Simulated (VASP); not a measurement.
Input of a VASP 6.6.1 run:

File INCAR:

```
PREC = Accurate
ENCUT = 520
EDIFF = 1E-8
ISMEAR = -1
SIGMA = 0.03
LREAL = F
LASPH = T
NELM = 100
ALGO = Normal
ISIF = 2
LWAVE = F
LCHARG = F
LEFG = T
NBANDS = 14
```

The input KPOINTS:

```
Automatic mesh
0
Gamma
  10 10 10
```

POSCAR

```
HfN
1.0
    0.0000000000      2.2590000000      2.2815900000
    2.2590000000      0.0000000000      2.2815900000
    2.2590000000      2.2590000000      0.0000000000
Hf N
1 1
Direct
    0.0000000000      0.0000000000      0.0000000000
    0.5000000000      0.5000000000      0.5000000000
```

Potentials or basis: VASP PAW LDA potentials, release 64 (Hf_pv, N).

Command:

```console
$ cat potpaw_LDA.64/Hf_pv/POTCAR potpaw_LDA.64/N/POTCAR > POTCAR
$ mpirun -np 1 vasp_std > vasp.out
```

Task: What does it give for the pressure?

Result: -13.1 GPa.

Electric field gradients, principal values (V/Å²):
```tsv
atom	least	middle	greatest (by size)
1 Hf	-18.834	-18.835	37.669
2 N	-1.863	-1.864	3.726
```

Caveat: the cell differs from its parent crystal (zz strain of +1 %); without QUAD_EFG the Cq values of the log hold for a quadrupole moment of 1 mb, not for the nuclei.
